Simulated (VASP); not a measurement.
Wanted: the native input for a VASP 6.6.1 run.

* Task: single point
* Functional: PBE
* Dispersion: D3(BJ)
* Potentials or basis: VASP PAW PBE potentials, release 64 (C, Al)
* Cutoff: 520 eV
* k mesh: 2 × 2 × 1
* Occupations: gaussian, width 0.05 eV
* Spin: collinear spin, zero start
* Starting moments: [0.0, 0.0, 0.0, 0.0, 0.0, 0.0, 0.0, 0.0, 0.0, 0.0, 0.0, 0.0, 0.0, 0.0, 0.0, 0.0, 0.0, 0.0, 0.0] μB
* Dipole correction: no
* Further INCAR settings: LREAL = Auto; ALGO = Normal; EDIFF = 1e-07; NBANDS = 56

The structure of AlC18 lies in POSCAR:

```
AlC18
1.0
    7.3980000000      0.0000000000      0.0000000000
   -3.6990000000      6.4068560000      0.0000000000
    0.0000000000      0.0000000000     11.0000000000
C Al
18 1
Direct
   -0.0053953771     -0.0086001621      0.0899482727
    0.2165453587      0.1024262134      0.0897270000
   -0.0042930826      0.3252832591      0.0898980909
    0.2173868582      0.4369364631      0.0900253636
   -0.0042913493      0.6586219512      0.0899069091
    0.2173728493      0.7686175559      0.0899329091
    0.3283642007     -0.0094116365      0.0897233636
    0.5520170313      0.1024301155      0.0897286364
    0.3283928057      0.3260454114      0.0897922727
    0.5519767442      0.4378131801      0.0898520000
    0.3290415938      0.6586211708      0.0899035455
    0.5512642679      0.7697358892      0.0899067273
    0.6629222095     -0.0085981330      0.0899511818
    0.8845957109      0.1030608461      0.0898830909
    0.6637838140      0.3260407289      0.0898034545
    0.8856745912      0.4369347462      0.0900353636
    0.6629090996      0.6596892454      0.0900782727
    0.8846008872      0.7697365135      0.0899105455
    0.4367174141      0.2082793807      0.2883568182
```

The input as run:

INCAR

```
PREC = Accurate
ENCUT = 520
EDIFF = 1E-7
ISMEAR = 0
SIGMA = 0.05
LREAL = Auto
LASPH = T
NELM = 150
ALGO = Normal
ISIF = 2
LWAVE = F
LCHARG = F
ISPIN = 2
MAGMOM = 0 0 0 0 0 0 0 0 0 0 0 0 0 0 0 0 0 0 0
LORBIT = 11
GGA = PE
IVDW = 12
NBANDS = 56
```

KPOINTS

```
Automatic mesh
0
Gamma
  2 2 1
```

Potentials or basis: VASP PAW PBE potentials, release 64 (C, Al).

Launch:

```console
$ cat potpaw_PBE.64/C/POTCAR potpaw_PBE.64/Al/POTCAR > POTCAR
$ mpirun -np 1 vasp_std > vasp.out
```

Results of the run:

* Largest force: 0.016 eV/Å
* Net moment: 0.00 μB per cell
* Valence electrons inside the program's atomic spheres: C 2.66, 2.65; Al 0.74
* Dispersion energy per atom: -0.095 eV

Caveat: the k points lie up to 0.49 Å⁻¹ apart.

Wall time 5 min on 1 thread of Intel(R) Xeon(R) 6975P-C (Granite Rapids), on a shared host, peak memory 0.78 GiB.
